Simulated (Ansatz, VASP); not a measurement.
NaCl: VASP beside Ansatz

```
CELL_PARAMETERS angstrom
0.00000 2.78990 2.78990
2.78990 0.00000 2.78990
2.78990 2.78990 0.00000
ATOMIC_POSITIONS crystal
Na 0.00000 0.00000 0.00000
Cl 0.50000 0.50000 0.50000
```

Alike in both runs: task single point; functional PBE; k mesh 8 × 8 × 8; occupations gaussian, width 0.02 eV; no spin polarisation.

|  | VASP | Ansatz |
| --- | --- | --- |
| version | VASP 6.6.1 | Ansatz 0.2.0 |
| potentials or method | VASP PAW PBE potentials, release 64 (Na_pv, Cl), cutoff 520 eV | scalar-relativistic, plane waves, PAW |
| valence electrons in the cell | 14 | 16 |

```csv
,VASP,Ansatz,Ansatz less VASP
gap on the k mesh at the Fermi level (eV),5.23,5.23,0.000
least direct gap on the mesh (eV),5.23,5.23,0.000
pressure (GPa),1.7,1.7,+0.03
```

VASP's potentials hold 14 valence electrons a cell and Ansatz's 16, so a difference there can come from the potentials and not from the codes.
